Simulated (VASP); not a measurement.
Lu, 2 atoms in the cell. The structure is hexagonal, space group P6_3/mmc (No. 194). The conventional cell has a = 3.401 Å, b = 3.401 Å, c = 5.300 Å, α = 90.00°, β = 90.00°, γ = 120.00°. Within 4.3 Å of Lu (site symmetry -6m2) lie 12 Lu at 3.30 to 3.40 Å. 

| Quantity | Value |
| --- | --- |
| Program | VASP 6.6.1 |
| Task | single point |
| Functional | PBEsol |
| Potentials or basis | VASP PAW PBE potentials, release 64 (Lu) |
| Cutoff | 520 eV |
| k mesh | 16 × 16 × 10 |
| Occupations | fermi-dirac, width 0.1 eV |
| Spin | no spin polarisation |
| Dipole correction | no |
| Further INCAR settings | ALGO = Normal; EDIFF = 1e-06; NBANDS = 32 |

Potentials or basis: VASP PAW PBE potentials, release 64 (Lu).

The run is started by

```console
$ cat potpaw_PBE.64/Lu/POTCAR > POTCAR
$ mpirun -np 1 vasp_std > vasp.out
```

Hardware: 1 thread of AMD EPYC 9R45 96-Core Processor (Zen 5), on a shared host.

Q: Estimate the wall time of this run.

A: It took 2.1 min on 1 thread of AMD EPYC 9R45 96-Core Processor (Zen 5), on a shared host, peak memory 0.34 GiB. Counts: scf iterations 12, k points 180.
